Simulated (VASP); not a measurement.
# S (P3_221) in VASP: relaxation of cell and atoms with PBE+D3(BJ)

Aim: the relaxation of cell and atoms of S with PBE+D3(BJ).

Everything below comes from runs of VASP 6.6.1. Logs are shortened: lines on timing, memory, paths and dates and some standing lists are left out, and cuts for length are marked.

### Step 1. The cell of the first run

Symmetry: P3_221, No. 154, trigonal system. Conventional cell: a = 7.464 Å, b = 7.464 Å, c = 4.379 Å, α = 90.00°, β = 90.00°, γ = 120.00°. Within 2.8 Å of S (site symmetry 2) lie 2 S at 2.08 Å. Within 2.7 Å of S (site symmetry 1) lie 2 S at 2.07 Å.

### Step 2. Relaxation of cell and atoms, PBE+D3(BJ)

File INCAR:

```
SYSTEM = S
PREC     = Accurate       ! precision mode
ENCUT    = 600            ! plane-wave cutoff, eV
EDIFF    = 1E-6           ! SCF threshold, eV
ISMEAR   = 0              ! smearing method
SIGMA    = 0.02           ! smearing width, eV
LREAL    = .False.        ! projectors in reciprocal space
LASPH    = .True.         ! aspherical terms in the spheres
NELM     = 80             ! most SCF steps
ALGO     = Normal         ! electronic algorithm
ISIF     = 3              ! what is computed and relaxed
LWAVE    = .False.        ! write WAVECAR
LCHARG   = .False.        ! write CHGCAR
GGA      = PE             ! functional
IVDW     = 12             ! dispersion correction
IBRION   = 2              ! ionic algorithm
NSW      = 90             ! ionic steps
EDIFFG   = -0.02          ! ionic threshold
```

File KPOINTS:

```
Automatic mesh
0
Gamma
  6 6 6
  0 0 0
```

File POSCAR:

```
S
1.0
    7.4637949957      0.0000000000      0.0000000000
   -3.7318974978      6.4638360749      0.0000000000
    0.0000000000      0.0000000000      4.3793750546
S
9
Direct
    0.1149309629      0.1149309629      0.5000000000
    0.4570365351      0.6906549535      0.7373844420
    0.6906549535      0.4570365351      0.2626155580
    0.8850690371      0.0000000000      0.1666666667
    0.2336184184      0.5429634649      0.0707177753
    0.3093450465      0.7663815816      0.4040511087
    0.5429634649      0.2336184184      0.9292822247
    0.7663815816      0.3093450465      0.5959488913
    0.0000000000      0.8850690371      0.8333333333
```

Potentials or basis: VASP PAW PBE potentials, release 64 (S).

Started as:

```
$ cat potpaw_PBE.64/S/POTCAR > POTCAR
$ mpirun -np 1 vasp_std > vasp.out
```

OUTCAR:

```text
SYSTEM = S
   PREC = Accurate
   ENCUT = 600
   EDIFF = 1E-6
   ISMEAR = 0
   LREAL = .False.
   LASPH = .True.
   NELM = 80
   ISIF = 3
   GGA = PE
   IVDW = 12
   IBRION = 2
   NSW = 90
   EDIFFG = -0.02
 IVDW          = 12

 ion  position               nearest neighbor table
   1  0.115  0.115  0.500-   9 2.08   4 2.08
   2  0.457  0.691  0.737-   6 2.07   5 2.07
   3  0.691  0.457  0.263-   8 2.07   7 2.07
   4  0.885  0.000  0.167-   1 2.08   9 2.08
   5  0.234  0.543  0.071-   2 2.07   6 2.07
   6  0.309  0.766  0.404-   2 2.07   5 2.07
   7  0.543  0.234  0.929-   3 2.07   8 2.07
   8  0.766  0.309  0.596-   3 2.07   7 2.07
   9  0.000  0.885  0.833-   1 2.08   4 2.08

  LATTYP: Found a hexagonal cell.
 ALAT       =     7.4637949957
 C/A-ratio  =     0.5867491078

  Lattice vectors:

 A1 = (   7.4637949957,   0.0000000000,   0.0000000000)
 A2 = (  -3.7318974978,   6.4638360749,   0.0000000000)
 A3 = (   0.0000000000,   0.0000000000,   4.3793750546)

Analysis of symmetry for initial positions (statically):
=====================================================================
 Subroutine PRICEL returns:
 Original cell was already a primitive cell.

 Routine SETGRP: Setting up the symmetry group for a
 hexagonal supercell.

 Subroutine GETGRP returns: Found  6 space group operations
 (whereof  2 operations were pure point group operations)
 out of a pool of 24 trial point group operations.

The static configuration has the point symmetry C_2 .
 The point group associated with its full space group is D_3 .

Analysis of symmetry for dynamics (positions and initial velocities):
=====================================================================
 Subroutine PRICEL returns:
 Original cell was already a primitive cell.

 Routine SETGRP: Setting up the symmetry group for a
 hexagonal supercell.

 Subroutine GETGRP returns: Found  6 space group operations
 (whereof  2 operations were pure point group operations)
 out of a pool of 24 trial point group operations.

The dynamic configuration has the point symmetry C_2 .
 The point group associated with its full space group is D_3 .

 Subroutine INISYM returns: Found  6 space group operations
 (whereof  2 operations are pure point group operations),
 and found     1 'primitive' translations

----------------------------------------------------------------------------------------

                                     Primitive cell

  volume of cell :     211.2818

  direct lattice vectors                    reciprocal lattice vectors
     7.463794996  0.000000000  0.000000000     0.133980100  0.077353447  0.000000000
    -3.731897498  6.463836075  0.000000000     0.000000000  0.154706894  0.000000000
     0.000000000  0.000000000  4.379375055     0.000000000  0.000000000  0.228343083

  length of vectors
     7.463794996  7.463794996  4.379375055     0.154706894  0.154706894  0.228343083

  position of ions in fractional coordinates (direct lattice)
     0.114930963  0.114930963  0.500000000
     0.457036535  0.690654954  0.737384442
     0.690654954  0.457036535  0.262615558
     0.885069037  0.000000000  0.166666667
     0.233618418  0.542963465  0.070717775
     0.309345046  0.766381582  0.404051109
     0.542963465  0.233618418  0.929282225
     0.766381582  0.309345046  0.595948891
     0.000000000  0.885069037  0.833333333

  ion indices of the primitive-cell ions
   primitive index   ion index
                 1           1
                 2           2
                 3           3
                 4           4
                 5           5
                 6           6
                 7           7
                 8           8
                 9           9

----------------------------------------------------------------------------------------

 KPOINTS: Automatic mesh

Automatic generation of k-mesh.
 Grid dimensions read from file:
 generate k-points for:    6    6    6

 Generating k-lattice:

  Cartesian coordinates                     Fractional coordinates (reciprocal lattice)
     0.022330017  0.012892241  0.000000000     0.166666667  0.000000000  0.000000000
     0.000000000  0.025784482  0.000000000     0.000000000  0.166666667  0.000000000
     0.000000000  0.000000000  0.038057180     0.000000000  0.000000000  0.166666667

  Length of vectors
     0.025784482  0.025784482  0.038057180

  Shift w.r.t. Gamma in fractional coordinates (k-lattice)
     0.000000000  0.000000000  0.000000000

 Subroutine IBZKPT returns following result:
 ===========================================

 Found     34 irreducible k-points:

 Following reciprocal coordinates:
            Coordinates               Weight
  0.000000  0.000000  0.000000      1.000000
  0.166667  0.000000  0.000000      6.000000
  0.333333 -0.000000  0.000000      6.000000
  0.500000  0.000000  0.000000      3.000000
  0.166667  0.166667  0.000000      6.000000
  0.333333  0.166667  0.000000     12.000000
[... 16 lines left out ...]
  0.500000  0.000000  0.333333      6.000000
  0.166667  0.166667  0.333333     12.000000
 [... further k-points ...]
   k-points           NKPTS =     34   k-points in BZ     NKDIM =     34   number of bands    NBANDS=     32
   number of dos      NEDOS =    301   number of ions     NIONS =      9
   total plane-waves  NPLWV = 129600
   dimension x,y,z NGX =    60 NGY =   60 NGZ =   36
   dimension x,y,z NGXF=   120 NGYF=  120 NGZF=   72
   ions per type =               9
   NGX,Y,Z   is equivalent  to a cutoff of  13.36, 13.36, 13.67 a.u.
   NGXF,Y,Z  is equivalent  to a cutoff of  26.73, 26.73, 27.33 a.u.
 SYSTEM =  S
   PREC   = accura    normal or accurate (medium, high low for compatibility)
   ISTART =      0    job   : 0-new  1-cont  2-samecut
   ICHARG =      2    charge: 1-file 2-atom 10-const
   ISPIN  =      1    spin polarized calculation?
   LNONCOLLINEAR =      F non collinear calculations
   LSORBIT =      F    spin-orbit coupling
   LASPH  =      T    aspherical Exc in radial PAW
   ENCUT  =  600.0 eV  44.10 Ry    6.64 a.u.  14.91 14.91  8.75*2*pi/ulx,y,z
   NELM   =     80;   NELMIN=  2; NELMDL= -5     # of ELM steps
   EDIFF  = 0.1E-05   stopping-criterion for ELM
   LREAL  =      F    real-space projection
   EDIFFG = -.2E-01   stopping-criterion for IOM
   NSW    =     90    number of steps for IOM
   IBRION =      2    ionic relax: 0-MD 1-quasi-New 2-CG
   NFREE  =      1    steps in history (QN), initial steepest desc. (CG)
   ISIF   =      3    stress and relaxation
   ISYM   =      2    0-nonsym 1-usesym 2-fastsym
   POTIM  = 0.5000    time-step for ionic-motion
   TEBEG  =    0.0;   TEEND  =   0.0 temperature during run
   PSTRESS=    0.0 pullay stress
   NELECT =      54.0000    total number of electrons
   NUPDOWN=      -1.0000    fix difference up-down
   EMIN   =  10.00;   EMAX   =-10.00  energy-range for DOS
   EFERMI =   0.00;   METHOD = LEGACY
   ISMEAR =     0;   SIGMA  =   0.02  broadening in eV -4-tet -1-fermi 0-gaus
   EFERMI_NEDOS =   21; number of points for ismear=-14 and -15
   IALGO  =     38    algorithm
   IMIX   =      4    mixing-type and parameters
     AMIX     =   0.40;   BMIX     =  1.00
     AMIX_MAG =   1.60;   BMIX_MAG =  1.00
  volume/ion in A,a.u.               =      23.48       158.42
  Fermi-wavevector in a.u.,A,eV,Ry     =   1.038928  1.963289 14.685733  1.079371
  Thomas-Fermi vector in A             =   2.173435
   LORBIT       =      0    0 simple, 1 ext, 2 COOP (PROOUT), +10 PAW based schemes
   GGA     = PE    functional components
   LHFCALC =     F    Hartree Fock is set to
   AEXX    =    0.0000 exact exchange contribution
   IVDW    =    12    specifies the selected vdW correction
   LEPSILON=     F    determine dielectric tensor
   LRPA    =     F    only Hartree local field effects (RPA)
 conjugate gradient relaxation of ions
 non-spin polarized calculation
 Gauss-broadening in eV      SIGMA  =   0.02
  energy-cutoff  :      600.00
  volume of cell :      211.28
 maximum number of plane-waves:      7092
   NGX = 29   NGY = 29   NGZ = 17

--------------------------------------- Ionic step        1  -------------------------------------------

 number of electron      54.0000002 magnetization

 Free energy of the ion-electron system (eV)
  ---------------------------------------------------
  ext. energy  EPLUGINS =         0.00000000
  ---------------------------------------------------
  free energy    TOTEN  =       -36.53749828 eV

  energy without entropy =      -36.53749828  energy(sigma->0) =      -36.53749828

------------------------ aborting loop because EDIFF is reached ----------------------------------------

 Edisp (eV)   -2.25270

 E8    (eV) :    -0.8064

  FORCE on cell =-STRESS in cart. coord.  units (eV):
  Direction    XX          YY          ZZ          XY          YZ          ZX
  --------------------------------------------------------------------------------------
  -------------------------------------------------------------------------------------
  Total      -0.53135    -0.53135    -0.99176    -0.00000    -0.00000    -0.00000
  in kB      -4.02931    -4.02931    -7.52065    -0.00000    -0.00000    -0.00000
  external pressure =       -5.19 kB  Pullay stress =        0.00 kB
[... 75 lines left out ...]
  energy  without entropy=      -38.7876920072  energy(sigma->0) =      -38.78769201

--------------------------------------- Ionic step        3  -------------------------------------------

 number of electron      54.0000000 magnetization

 Free energy of the ion-electron system (eV)
  ---------------------------------------------------
  ext. energy  EPLUGINS =         0.00000000
  ---------------------------------------------------
  free energy    TOTEN  =       -36.52939795 eV

  energy without entropy =      -36.52939795  energy(sigma->0) =      -36.52939795

 E-fermi :   2.9907     XC(G=0):  -8.7483

 val. band max:        2.8895017488   @ k =   0.0000   0.0000   0.3333
 cond. band min:       4.7718726475   @ k =   0.5000   0.0000   0.5000
 fundamental gap:      1.8823708987
 Fermi energy:         2.9906522633

 k-point     1 :       0.0000    0.0000    0.0000
  band No.  band energies     occupation
      1     -13.6974      2.00000
      2     -13.4058      2.00000
      3     -13.3507      2.00000
      4      -8.6876      2.00000
      5      -8.6876      2.00000
      6      -8.5685      2.00000
[... 829 lines left out ...]
     31       5.7972      0.00000
     32       5.9176      0.00000

 [... further k-points ...]

------------------------ aborting loop because EDIFF is reached ----------------------------------------

 Edisp (eV)   -2.26414

 E8    (eV) :    -0.8105

  FORCE on cell =-STRESS in cart. coord.  units (eV):
  Direction    XX          YY          ZZ          XY          YZ          ZX
  --------------------------------------------------------------------------------------
  -------------------------------------------------------------------------------------
  Total       0.00585     0.00585    -0.01172     0.00000     0.00000    -0.00000
  in kB       0.04457     0.04457    -0.08926     0.00000     0.00000    -0.00000
  external pressure =       -0.00 kB  Pullay stress =        0.00 kB
[... 24 lines left out ...]
  FREE ENERGIE OF THE ION-ELECTRON SYSTEM (eV)
  ---------------------------------------------------
  free  energy   TOTEN  =       -38.7935408409 eV

  energy  without entropy=      -38.7935408409  energy(sigma->0) =      -38.79354084

 reached required accuracy - stopping structural energy minimisation
```

Run time: 14 min. Hardware: 1 thread of Intel Xeon 8259CL, shared host; peak memory 0.46 GiB.

Results:

- Free energy: -38.7935 eV
- Relaxed volume: 23.36 Å³/atom
- Relaxed cell: a = 7.455 Å, b = 7.455 Å, c = 4.369 Å, α = 90.00°, β = 90.00°, γ = 120.00°
- Space group after relaxing (to 0.1 Å): P3_221 (No. 154)
- Energy gained by relaxing: 0.4 meV/atom
- Ionic steps: 3
- Pressure after relaxing: 0.0 GPa
- Largest force after relaxing: 0.012 eV/Å
- Band gap on the k mesh: 1.88 eV (least direct gap 2.02 eV)
- Dispersion energy per atom: -0.252 eV

Forces on the atoms (eV/Å):
```
S   -0.001 -0.003  0.000
S    0.006 -0.008 -0.007
S   -0.010  0.001  0.007
S    0.003  0.000  0.000
S   -0.010 -0.001 -0.007
S    0.004  0.009 -0.007
S    0.004 -0.009  0.007
S    0.006  0.008  0.007
S   -0.001  0.003  0.000
```

Step by step:
```csv
step,energy change (eV),largest force (eV/Å),pressure (GPa),volume (Å³)
1,0.0000,0.1271,-0.52,211.28
2,0.0025,0.1823,0.71,208.96
3,-0.0033,0.0117,0.00,210.27
```

Final structure:
```
CELL_PARAMETERS angstrom
7.45457 0.00000 0.00000
-3.72729 6.45585 0.00000
0.00000 0.00000 4.36928
ATOMIC_POSITIONS crystal
S 0.11458 0.11458 0.50000
S 0.45664 0.69055 0.73735
S 0.69055 0.45664 0.26265
S 0.88542 0.00000 0.16667
S 0.23391 0.54336 0.07069
S 0.30945 0.76609 0.40402
S 0.54336 0.23391 0.92931
S 0.76609 0.30945 0.59598
S 0.00000 0.88542 0.83333
```

A k mesh can miss the band edges.
